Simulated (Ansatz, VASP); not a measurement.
One calculation of Ca2PF, two programs

Contents of INCAR:

```
SYSTEM = Ca2PF
PREC = Accurate
ENCUT = 520
EDIFF = 1E-6
ISMEAR = 1
SIGMA = 0.0516
LREAL = .FALSE.
LASPH = .TRUE.
NELM = 100
ALGO = Normal
ISIF = 2
LWAVE = .FALSE.
LCHARG = .TRUE.
GGA = PE
LELF = .TRUE.
LVHAR = .TRUE.
NBANDS = 24
```

The input KPOINTS:

```
Automatic mesh
0
G
  8 8 8
  0 0 0
```

The input POSCAR:

```
Ca2PF
1.0
    1.9247540000      3.3337680000      0.0000000000
   -1.9247540000      3.3337680000      0.0000000000
   -1.9247540000      1.1112530000      6.5048540000
P F Ca
1 1 2
Direct
    0.5000000000      0.0000000000      0.5000000000
    0.0000000000      0.0000000000      0.0000000000
    0.2313000000      0.5374000000      0.6939000000
    0.7687000000      0.4626000000      0.3061000000
```

Input for Ansatz:

```yaml
crystal:
  lattice:
    - [1.924754, 3.333768, 0.0]
    - [-1.924754, 3.333768, 0.0]
    - [-1.924754, 1.111253, 6.504854]
  atoms:
    - { symbol: P, position: [0.5, 0.0, 0.5] }
    - { symbol: F, position: [0.0, 0.0, 0.0] }
    - { symbol: Ca, position: [0.2313, 0.5374, 0.6939] }
    - { symbol: Ca, position: [0.7687, 0.4626, 0.3061] }
  symmetry: { tolerance: 0.0003 }
kpoints:
  mp_grid: { grid: [8, 8, 8], shift: [0, 0, 0] }
  band_path:
    path:
      - [0.0, 0.0, 0.0]
      - [0.0, 0.0, 0.5]
      - [0.31387694, -0.31387694, 0.18612306]
      - [0.31387694, -0.37224612, -0.18612306]
      - [0.5, 0.0, 0.0]
      - [0.0, 0.0, 0.0]
      - [0.34306153, -0.34306153, -0.34306153]
      - [0.31387694, -0.34306153, 0.0]
      - [0.0, -0.5, 0.0]
      - [0.0, 0.0, 0.0]
    npoints: 6
magnetization:
  spin_polarized: false
scf:
  occupations: { method: cold, width: 0.0516 }
  lower_state_search: "off"
  max_iter: 200
hamiltonian:
  pseudopotentials: { kind: paw }
  xc: pbe
basis:
  ecutwfc: 420
  fft_grid_basis: typed
output:
  forces: true
  stress: true
  eigenvalues: true
  bader: true
  populations: true
  elf: true
  write_potential: true
  volumetric_format: npy
  dos:
    e_range: [-12, 8]
    de: 0.05
    projected: { site_lists: { Ca: [Ca], F: [F], P: [P] } }
checkpoint:
  read: saved_state
```

Alike in both runs: task single point; functional PBE; k mesh 8 × 8 × 8; no spin polarisation.

```csv
,VASP,Ansatz
version,VASP 6.6.1,Ansatz 0.2.0
potentials or method,"VASP PAW PBE potentials, release 64 (P, F, Ca_sv), cutoff 520 eV",PAW plane waves
occupations,"methfessel-paxton of order 1, width 0.0516 eV","cold, width 0.0516 eV"
valence electrons in the cell,32,32
```

Ansatz gave:

| Property | Result |
| --- | --- |
| gap on the k mesh at the Fermi level (eV) | 2.08 |
| pressure (GPa) | 13.6 |
| traceless stress, the component that is largest in VASP (GPa) | -4.38 |
| rms of the force components (eV/Å) | 1.558 |

Question: Which values does VASP return?

Answer: gap on the k mesh at the Fermi level (eV): 2.08; pressure (GPa): 13.8; traceless stress, the component that is largest in VASP (GPa): -4.42; rms of the force components (eV/Å): 1.576.

Atom by atom the forces differ by 0.018 eV/Å (rms over components). Ansatz's warnings: structure snapped to symmetry.
